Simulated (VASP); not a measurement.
Set up this calculation in VASP 6.6.1, as the native input.

```yaml
Task: relaxation of cell and atoms
Functional: PBE
Potentials_or_basis: VASP PAW PBE potentials, release 64 (Te, Rh_pv)
Cutoff: 600 eV
k_mesh: 4 × 4 × 4
Occupations: gaussian, width 0.1 eV
Spin: no spin polarisation
Dipole_correction: no
Further_INCAR_settings: ALGO = Normal; EDIFF = 1e-07; IBRION = 2; EDIFFG = -0.04; NSW = 90; ISIF = 3
```

The structure of Te3Rh lies in POSCAR:

```
Te3Rh
1.0
    4.7767427153      0.0000000000      0.0000000000
    0.0000000000      4.7767427153      0.0000000000
    0.0000000000      0.0000000000      4.7767427153
Te Rh
3 1
Direct
    0.0000000000      0.5000000000      0.5000000000
    0.5000000000      0.0000000000      0.5000000000
    0.5000000000      0.5000000000      0.0000000000
    0.0000000000      0.0000000000      0.0000000000
```

One way to write it, as run:

INCAR

```
SYSTEM = Te3Rh
ALGO = Normal ; EDIFF = 1E-7
EDIFFG = -0.04 ; ENCUT = 600
GGA = PE ; IBRION = 2
ISIF = 3 ; ISMEAR = 0
LASPH = .TRUE. ; LCHARG = .FALSE.
LREAL = .FALSE. ; LWAVE = .FALSE.
NELM = 80 ; NSW = 90
PREC = Accurate ; SIGMA = 0.1
```

KPOINTS

```
k-points
0
G
  4 4 4
  0 0 0
```

Potentials or basis: VASP PAW PBE potentials, release 64 (Te, Rh_pv).

Command:

```console
$ cat potpaw_PBE.64/Te/POTCAR potpaw_PBE.64/Rh_pv/POTCAR > POTCAR
$ mpirun -np 1 vasp_std > vasp.out
```

Results of the run:

```json
{
  "Relaxed volume": "24.10 Å³/atom",
  "Relaxed cell": "a = 4.585 Å, b = 4.585 Å, c = 4.585 Å, α = 90.00°, β = 90.00°, γ = 90.00°",
  "Space group after relaxing (to 0.05 Å)": "Pm-3m (No. 221)",
  "Energy gained by relaxing": "73.0 meV/atom",
  "Ionic steps": "3",
  "Pressure after relaxing": "0.0 GPa"
}
```

Wall time 2.2 min on 1 thread of AMD EPYC 7R43 64-Core Processor (Zen 3), with other jobs on the host, peak memory 0.22 GiB.
